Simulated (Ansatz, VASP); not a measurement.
## Ir: VASP beside Ansatz

```xyz
8
Lattice="1.3757 -2.3828 4.4623 1.3757 -2.3828 -4.4623 2.7514 4.7655 0.0000" Properties=species:S:1:pos:R:3 pbc="T T T"
Ir    1.4038    0.7224   -1.1590
Ir    2.7941   -1.5078   -1.0701
Ir    2.5837    3.0729   -1.1845
Ir    4.1759    0.7537   -1.1535
Ir    1.3918   -0.8077    1.1508
Ir    2.7599   -3.2273    1.1336
Ir    2.7475    1.7392    1.1089
Ir    4.1544   -0.7453    1.1737
```

Change from the starting cell: all atoms moved at random (sigma 0.06 Å a component).

Alike in both runs: task single point; functional PBE; k mesh 6 × 6 × 6; occupations gaussian, width 0.15 eV; no spin polarisation.

|  | VASP | Ansatz |
| --- | --- | --- |
| version | VASP 6.6.1 | Ansatz 0.2.0 |
| potentials or method | VASP PAW PBE potentials, release 64 (Ir), cutoff 520 eV | scalar-relativistic, plane waves, PAW |
| valence electrons in the cell | 72 | 136 |

```tsv
	VASP	Ansatz	Ansatz less VASP
gap on the k mesh at the Fermi level (eV)	none	none	-
pressure (GPa)	3.3	2.8	-0.51
traceless stress, the component that is largest in VASP (GPa)	1.13	1.12	-0.007
rms of the force components (eV/Å)	0.994	0.988	-0.0057
```

Atom by atom the forces differ by 0.008 eV/Å (rms over components). A gap of «none» marks a metal or a gap that the smearing closes. The functional is the same, so the differences come from potentials, cutoffs and numerics. VASP's potentials hold 72 valence electrons a cell and Ansatz's 136, so a difference there can come from the potentials and not from the codes.

Spin-orbit coupling is off throughout.
